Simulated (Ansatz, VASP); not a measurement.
# One calculation of Au, two programs

```
Au
1.0
     3.71178    2.14300    6.47566
    -3.71178    2.14300    6.47566
     0.00000   -4.28599    6.47566
Au
12
Direct
  0.02169 0.64361 0.02169
  0.02169 0.02169 0.64361
  0.64361 0.02169 0.02169
  0.97831 0.35639 0.97831
  0.35639 0.97831 0.97831
  0.97831 0.97831 0.35639
  0.23789 0.60555 0.23789
  0.23789 0.23789 0.60555
  0.60555 0.23789 0.23789
  0.76211 0.39445 0.76211
  0.39445 0.76211 0.76211
  0.76211 0.76211 0.39445
```

Alike in both runs: functional PBE; k mesh 3 × 3 × 3; occupations gaussian, width 0.1 eV; no spin polarisation.

Ansatz relaxed the structure, and its values are those at the end. VASP's run is a single point on that final structure, the one shown.

|  | VASP | Ansatz |
| --- | --- | --- |
| version | VASP 6.6.1 | Ansatz 0.2.0 |
| potentials or method | VASP PAW PBE potentials, release 64 (Au), cutoff 520 eV | scalar-relativistic, plane waves, PAW |
| valence electrons in the cell | 132 | 228 |

|  | VASP | Ansatz | Ansatz less VASP |
| --- | --- | --- | --- |
| gap on the k mesh at the Fermi level (eV) | none | none | - |
| pressure (GPa) | -0.1 | 0.0 | +0.13 |
| rms of the force components (eV/Å) | 0.003 | 0.003 | 0.0000 |

A gap of «none» marks a metal or a gap that the smearing closes. With one functional, cell and mesh, what is left measures potentials, basis and numerics. VASP's potentials hold 132 valence electrons a cell and Ansatz's 228, so a difference there can come from the potentials and not from the codes.

Spin-orbit coupling is off throughout.
